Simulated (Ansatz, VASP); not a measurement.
## Two plane-wave programs on Si2Ni

```xyz
3
Lattice="0.0000 2.7217 2.7217 2.7217 0.0000 2.7217 2.7217 2.7217 0.0000" Properties=species:S:1:pos:R:3 pbc="T T T"
Si    1.3608    1.3608    1.3608
Si    4.0825    4.0825    4.0825
Ni    0.0000    0.0000    0.0000
```

Alike in both runs: task single point; functional PBE; k mesh 12 × 12 × 12; collinear spin.

|  | VASP | Ansatz |
| --- | --- | --- |
| version | VASP 6.6.1 | Ansatz 0.2.0 |
| potentials or method | VASP PAW PBE potentials, release 64 (Si, Ni), cutoff 520 eV | scalar-relativistic, plane waves, PAW |
| occupations | tetrahedron | tetrahedron-uncorrected |
| valence electrons in the cell | 18 | 26 |

Ansatz gave:

```
gap on the k mesh at the Fermi level (eV) : none
pressure (GPa)                            : -0.1
net moment per atom (μB)                  : 0.00
```

Task: Estimate VASP's values.

Result: gap on the k mesh at the Fermi level (eV): none; pressure (GPa): -0.2; net moment per atom (μB): 0.00.

A gap of «none» marks a metal or a gap that the smearing closes. VASP's potentials hold 18 valence electrons a cell and Ansatz's 26, so a difference there can come from the potentials and not from the codes. Ansatz's warnings: band table not solved further, seeded moment not kept.
